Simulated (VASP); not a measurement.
# Be2ZnTe3 in VASP: further runs, part 2 of 2

VASP 6.6.1. Earlier steps stand in the parts before.

## (3) Single point, PBE

INCAR reads:

```
ALGO = Normal
EDIFF = 1E-7
ENCUT = 520
GGA = PE
ISIF = 2
ISMEAR = 0
LASPH = True
LCHARG = False
LREAL = False
LWAVE = False
NBANDS = 46
NELM = 80
PREC = Accurate
SIGMA = 0.1
```

KPOINTS reads:

```
k-points
0
Gamma
  6 6 1
```

POSCAR reads:

```
Be2ZnTe3
1.0
    4.1098727705      0.0000000000      0.0000000000
   -2.0549363852      3.5592542256      0.0000000000
    0.0000000000      0.0000000000     20.4235883000
Be Zn Te
4 2 6
Direct
    0.6666666667      0.3333333333      0.1702870000
    0.6666666667      0.3333333333      0.8298830000
    0.3333333333      0.6666666667      0.3298830000
    0.3333333333      0.6666666667      0.6702870000
    0.6666666667      0.3333333333      0.5019910000
    0.3333333333      0.6666666667      0.0019910000
    0.6666666667      0.3333333333      0.2911430000
    0.6666666667      0.3333333333      0.6317960000
    0.6666666667      0.3333333333      0.9499010000
    0.3333333333      0.6666666667      0.1317960000
    0.3333333333      0.6666666667      0.4499010000
    0.3333333333      0.6666666667      0.7911430000
```

Potentials or basis: VASP PAW PBE potentials, release 64 (Be, Zn, Te).

The run is started by

```bash
$ cat potpaw_PBE.64/Be/POTCAR potpaw_PBE.64/Zn/POTCAR potpaw_PBE.64/Te/POTCAR > POTCAR
$ mpirun -np 1 vasp_std > vasp.out
```

OUTCAR:

```text
EDIFF = 1E-7
   ENCUT = 520
   GGA = PE
   ISIF = 2
   ISMEAR = 0
   LASPH = True
   LREAL = False
   NELM = 80
   PREC = Accurate

 ion  position               nearest neighbor table
   1  0.667  0.333  0.170-   7 2.47  10 2.50  10 2.50  10 2.50
   2  0.667  0.333  0.830-   9 2.45  12 2.50  12 2.50  12 2.50
   3  0.333  0.667  0.330-  11 2.45   7 2.50   7 2.50   7 2.50
   4  0.333  0.667  0.670-  12 2.47   8 2.50   8 2.50   8 2.50
   5  0.667  0.333  0.502-  11 2.60  11 2.60  11 2.60   8 2.65
   6  0.333  0.667  0.002-   9 2.60   9 2.60   9 2.60  10 2.65
   7  0.667  0.333  0.291-   1 2.47   3 2.50   3 2.50   3 2.50
   8  0.667  0.333  0.632-   4 2.50   4 2.50   4 2.50   5 2.65
   9  0.667  0.333  0.950-   2 2.45   6 2.60   6 2.60   6 2.60
  10  0.333  0.667  0.132-   1 2.50   1 2.50   1 2.50   6 2.65
  11  0.333  0.667  0.450-   3 2.45   5 2.60   5 2.60   5 2.60
  12  0.333  0.667  0.791-   4 2.47   2 2.50   2 2.50   2 2.50

  LATTYP: Found a hexagonal cell.
[... 199 lines left out ...]
      3      -7.5414      2.00000
      4      -7.1402      2.00000
      5      -6.9580      2.00000
      6      -6.6962      2.00000
[... 332 lines left out ...]
     45      10.0241      0.00000
     46      10.2745      0.00000

------------------------ aborting loop because EDIFF is reached ----------------------------------------

  FORCE on cell =-STRESS in cart. coord.  units (eV):
  Direction    XX          YY          ZZ          XY          YZ          ZX
  --------------------------------------------------------------------------------------
  -------------------------------------------------------------------------------------
  Total        0.3025431      0.3025431      0.2682736      0.0000000     -0.0000000      0.0000000
  in kB        1.6224767      1.6224767      1.4386964      0.0000000     -0.0000000      0.0000000
  external PRESSURE =       1.5612166 kB  Pullay stress =       0.0000000 kB

 VOLUME and BASIS-vectors are now :
 -----------------------------------------------------------------------------
  energy-cutoff  :      520.00
  volume of cell :      298.76
      direct lattice vectors                 reciprocal lattice vectors
     4.109872770  0.000000000  0.000000000     0.243316535  0.140478867  0.000000000
    -2.054936385  3.559254226  0.000000000     0.000000000  0.280957733  0.000000000
     0.000000000  0.000000000 20.423588300     0.000000000  0.000000000  0.048962992

 POSITION                                       TOTAL-FORCE (eV/Angst)
 -----------------------------------------------------------------------------------
      2.05494      1.18642      3.47787        -0.000000      0.000000     -0.002680
      2.05494      1.18642     16.94919        -0.000000     -0.000000     -0.000899
     -0.00000      2.37284      6.73739        -0.000000      0.000000     -0.000899
     -0.00000      2.37284     13.68967        -0.000000     -0.000000     -0.002680
      2.05494      1.18642     10.25246         0.000000     -0.000000      0.006053
     -0.00000      2.37284      0.04066        -0.000000      0.000000      0.006053
      2.05494      1.18642      5.94618        -0.000000     -0.000000     -0.001449
      2.05494      1.18642     12.90354         0.000000     -0.000000     -0.003529
      2.05494      1.18642     19.40039         0.000000      0.000000      0.002502
     -0.00000      2.37284      2.69175        -0.000000      0.000000     -0.003529
     -0.00000      2.37284      9.18859        -0.000000      0.000000      0.002502
     -0.00000      2.37284     16.15798        -0.000000      0.000000     -0.001449
 -----------------------------------------------------------------------------------
    total drift:                               -0.000000      0.000000      0.001821

  FREE ENERGIE OF THE ION-ELECTRON SYSTEM (eV)
  ---------------------------------------------------
  free  energy   TOTEN  =       -40.4051042437 eV

  energy  without entropy=      -40.4051042437  energy(sigma->0) =      -40.40510424
```

OSZICAR:

```text
N       E                     dE             d eps       ncg     rms          rms(c)
DAV:   1     0.393081629366E+03    0.39308E+03   -0.26758E+04   644   0.133E+03
DAV:   2     0.285831170336E+01   -0.39022E+03   -0.37133E+03   708   0.281E+02
DAV:   3    -0.398493514922E+02   -0.42708E+02   -0.42094E+02   786   0.993E+01
DAV:   4    -0.412209964039E+02   -0.13716E+01   -0.13672E+01   816   0.173E+01
DAV:   5    -0.412605779075E+02   -0.39582E-01   -0.39563E-01   850   0.287E+00    0.102E+01
DAV:   6    -0.404881516141E+02    0.77243E+00   -0.18809E+00   884   0.268E+01    0.691E+00
DAV:   7    -0.403991096459E+02    0.89042E-01   -0.11379E+00   778   0.482E+00    0.219E+00
DAV:   8    -0.404066040060E+02   -0.74944E-02   -0.54041E-02   768   0.103E+00    0.791E-01
DAV:   9    -0.404044905068E+02    0.21135E-02   -0.16462E-02   802   0.716E-01    0.383E-01
DAV:  10    -0.404046819634E+02   -0.19146E-03   -0.23620E-03   850   0.415E-01    0.200E-01
DAV:  11    -0.404049972300E+02   -0.31527E-03   -0.87194E-04   748   0.254E-01    0.494E-02
DAV:  12    -0.404050811393E+02   -0.83909E-04   -0.28017E-04   788   0.176E-01    0.164E-02
DAV:  13    -0.404050963041E+02   -0.15165E-04   -0.49272E-05   760   0.435E-02    0.139E-02
DAV:  14    -0.404050982312E+02   -0.19271E-05   -0.35614E-06   858   0.169E-02    0.751E-03
DAV:  15    -0.404051038927E+02   -0.56615E-05   -0.14289E-05   698   0.159E-02    0.400E-03
DAV:  16    -0.404051041754E+02   -0.28263E-06   -0.27025E-07   664   0.557E-03    0.207E-03
DAV:  17    -0.404051042437E+02   -0.68304E-07   -0.74902E-08   440   0.154E-03
   1 F= -.40405104E+02 E0= -.40405104E+02  d E =-.182739E-12
```

Run time: 4.7 min. Hardware: 1 thread of Intel Xeon 8259CL, shared host; peak memory 0.46 GiB.

What came out:

```yaml
Free_energy: -40.4051 eV
Pressure: 0.2 GPa
Largest_force: 0.006 eV/Å
Band_gap_on_the_k_mesh: 1.66 eV (least direct gap 2.09 eV)
```

Forces on the atoms (eV/Å):
```
Be   0.000  0.000 -0.003
Be   0.000  0.000 -0.001
Be   0.000  0.000 -0.001
Be   0.000  0.000 -0.003
Zn   0.000  0.000  0.006
Zn   0.000  0.000  0.006
Te   0.000  0.000 -0.001
Te   0.000  0.000 -0.004
Te   0.000  0.000  0.003
Te   0.000  0.000 -0.004
Te   0.000  0.000  0.003
Te   0.000  0.000 -0.001
```

Levels at points of the mesh, in eV from the valence-band top:
| k point | band 32 | band 33 | band 34 | band 35 | band 36 | band 37 |
| --- | --- | --- | --- | --- | --- | --- |
| (0.00, 0.00, 0.00) | -0.13 | 0.00 | 0.00 | 2.09 | 2.18 | 2.27 |
| (0.50, 0.00, 0.00) | -1.76 | -1.33 | -1.10 | 1.66 | 1.98 | 2.07 |

Caveat: spin-orbit coupling is left out, which moves the levels of the heavy elements. A k mesh can miss the band edges.

## (4) Single point, PBE

INCAR reads:

```
SYSTEM = Be2ZnTe3
PREC = Accurate
ENCUT = 520
EDIFF = 1E-6
ISMEAR = 0
SIGMA = 0.1
LREAL = .FALSE.
LASPH = .TRUE.
NELM = 60
ALGO = Normal
ISIF = 2
LWAVE = .FALSE.
LCHARG = .FALSE.
GGA = PE
NBANDS = 46
```

KPOINTS reads:

```
Automatic mesh
0
G
  6 6 1
  0 0 0
```

POSCAR reads:

```
Be2ZnTe3
1.0
    4.1110224525     -0.0003573496      0.0000809876
   -2.0558198055      3.5605071488     -0.0000358070
    0.0004349852      0.0000270570     20.4250745591
Be Zn Te
4 2 6
Direct
    0.6673123598      0.3338642203      0.1702949482
    0.6660958745      0.3328088504      0.8298863687
    0.3338532022      0.6672200597      0.3298858062
    0.3328114111      0.6661243565      0.6702980136
    0.6669359087      0.3334315618      0.5020097342
    0.3329583795      0.6665516255      0.0020084148
    0.6671878936      0.3338906932      0.2911266414
    0.6662139640      0.3328328297      0.6317717355
    0.6662303396      0.3331718524      0.9499096547
    0.3339309341      0.6671483991      0.1317725052
    0.3336912887      0.6668261375      0.4499115401
    0.3327784443      0.6661294138      0.7911266371
```

The run is started by

```bash
$ cat potpaw_PBE.64/Be/POTCAR potpaw_PBE.64/Zn/POTCAR potpaw_PBE.64/Te/POTCAR > POTCAR
$ mpirun -np 1 vasp_std > vasp.out
```

It took 10 min on 1 thread of Intel Xeon 8259CL, shared host; peak memory 0.55 GiB.

Results (log left out):

```
Free energy            : -40.4053 eV
Pressure               : 0.1 GPa
Largest force          : 0.007 eV/Å
Band gap on the k mesh : 1.66 eV (least direct gap 2.08 eV)
```

Forces in eV/Å, atoms in the order of the input:
```
Be  -0.001 -0.001 -0.007
Be   0.000  0.000 -0.002
Be   0.000 -0.001 -0.002
Be   0.001  0.001 -0.007
Zn   0.000  0.000  0.000
Zn   0.000  0.000  0.000
Te   0.000 -0.001  0.002
Te   0.000  0.000  0.003
Te   0.001  0.000  0.003
Te   0.000  0.000  0.003
Te   0.000  0.000  0.003
Te   0.001  0.001  0.003
```

Levels at points of the mesh, in eV from the valence-band top:
```
           k point  band 32  band 33  band 34  band 35  band 36  band 37
(0.00, 0.00, 0.00)    -0.13     0.00     0.00     2.08     2.18     2.27
(0.50, 0.00, 0.00)    -1.76    -1.33    -1.10     1.66     1.98     2.07
(0.00, 0.50, 0.00)    -1.76    -1.32    -1.10     1.66     1.98     2.07
(0.50, 0.50, 0.00)    -1.76    -1.32    -1.10     1.66     1.98     2.07
```

Caveat: spin-orbit coupling is left out, which moves the levels of the heavy elements. A k mesh can miss the band edges.
